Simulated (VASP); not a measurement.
Y: single point with r2SCAN

Crystal: Y.

```
Y
1.0
     3.66813    0.00000    0.00000
    -1.83407    3.17670    0.00000
     0.00000    0.00000    5.70861
Y
2
Direct
  0.33333 0.66667 0.25000
  0.66667 0.33333 0.75000
```

```
Program             : VASP 6.6.1
Task                : single point
Functional          : r2SCAN
Potentials or basis : VASP PAW PBE potentials, release 64 (Y_sv)
Cutoff              : 520 eV
k mesh              : 8 × 8 × 5
Occupations         : fermi-dirac, width 0.1 eV
Spin                : no spin polarisation
```

```yaml
Pressure: 0.4 GPa
Band_gap_on_the_k_mesh: zero (band 11 reaches 3.80 eV, above the bottom of band 12 at 2.44 eV)
```

Levels at points of the mesh, in eV from the Fermi level:
| k point | band 8 | band 9 | band 10 | band 11 | band 12 | band 13 | band 14 | band 15 |
| --- | --- | --- | --- | --- | --- | --- | --- | --- |
| (0.00, 0.00, 0.00) | -23.23 | -4.89 | -1.85 | 0.77 | 1.97 | 1.97 | 2.38 | 2.64 |
| (0.50, 0.00, 0.00) | -23.31 | -1.71 | -1.18 | -0.80 | -0.25 | 1.53 | 1.68 | 2.28 |

It took 2.2 min on 1 thread of Intel(R) Xeon(R) Platinum 8259CL CPU @ 2.50GHz (Skylake/Cascade Lake), with other jobs on the host, peak memory 0.21 GiB.

Caveat: the PAW data sets were made with another functional, which shifts forces and pressure a little.
